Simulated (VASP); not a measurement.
Write the native input for VASP 6.6.1 that does the following.

| Property | Result |
| --- | --- |
| Task | single point |
| Functional | PBE |
| Potentials or basis | VASP PAW PBE potentials, release 64 (Sb, Ga_d) |
| Cutoff | 520 eV |
| k mesh | 8 × 8 × 8 |
| Occupations | fermi-dirac, width 0.05 eV |
| Spin | non-collinear spin, zero start, spin-orbit coupling |
| Starting moments | [[0.0, 0.0, 0.0], [0.0, 0.0, 0.0]] μB |
| Dipole correction | no |
| Further INCAR settings | ALGO = Normal; EDIFF = 1e-07; NBANDS = 30 |

The structure of GaSb lies in POSCAR:

```
GaSb
1.0
    0.0000000000      3.0992546163      3.0992546163
    3.0992546163      0.0000000000      3.0992546163
    3.0992546163      3.0992546163      0.0000000000
Sb Ga
1 1
Direct
    0.7500000000      0.7500000000      0.7500000000
    0.0000000000      0.0000000000      0.0000000000
```

One way to write it, as run:

INCAR

```
ALGO     = Normal         # electronic algorithm
EDIFF    = 1E-7           # SCF threshold, eV
ENCUT    = 520            # plane-wave cutoff, eV
GGA      = PE             # functional
GGA_COMPAT= F            
ISIF     = 2              # what is computed and relaxed
ISMEAR   = -1             # smearing method
LASPH    = T              # aspherical terms in the spheres
LCHARG   = F              # write CHGCAR
LORBIT   = 11             # projections on sites
LORBMOM  = T            
LREAL    = F              # projectors in reciprocal space
LSORBIT  = T              # spin-orbit coupling
LWAVE    = F              # write WAVECAR
MAGMOM   = 0 0 0 0 0 0    # initial moments
NBANDS   = 30             # bands
NELM     = 150            # most SCF steps
PREC     = Accurate       # precision mode
SIGMA    = 0.05           # smearing width, eV
```

KPOINTS

```
k-points
0
Gamma
  8 8 8
```

Potentials or basis: VASP PAW PBE potentials, release 64 (Sb, Ga_d).

Launch:

```bash
$ cat potpaw_PBE.64/Sb/POTCAR potpaw_PBE.64/Ga_d/POTCAR > POTCAR
$ mpirun -np 1 vasp_ncl > vasp.out
```

It gave:

```json
{
  "Pressure": "0.5 GPa",
  "Net moment": "0.00 μB per cell",
  "Valence electrons inside the program's atomic spheres": "Sb 2.48; Ga 11.60"
}
```

Run time: 120 s on 1 thread of Intel(R) Xeon(R) Platinum 8488C (Sapphire Rapids), on a shared host, peak memory 0.44 GiB.
